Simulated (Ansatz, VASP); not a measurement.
# BiC: VASP beside Ansatz

```
Bi C
1.0
     3.40164    0.00000    0.00000
     0.00000    3.40164    0.00000
     0.00000    0.00000    3.40164
Bi C
1 1
Direct
  0.00000 0.00000 0.00000
  0.50000 0.50000 0.50000
```

Alike in both runs: task single point; functional PBE; k mesh 6 × 6 × 6; occupations gaussian, width 0.1 eV; no spin polarisation.

|  | VASP | Ansatz |
| --- | --- | --- |
| version | VASP 6.6.1 | Ansatz 0.2.0 |
| potentials or method | VASP PAW PBE potentials, release 64 (Bi_d, C), cutoff 520 eV | scalar-relativistic, plane waves, PAW |
| valence electrons in the cell | 19 | 19 |

|  | VASP | Ansatz | Ansatz less VASP |
| --- | --- | --- | --- |
| gap on the k mesh at the Fermi level (eV) | none | none | - |
| pressure (GPa) | -8.7 | -8.7 | +0.02 |

A gap of «none» marks a metal or a gap that the smearing closes. The functional is the same, so the differences come from potentials, cutoffs and numerics.

Neither program's run includes spin-orbit coupling.
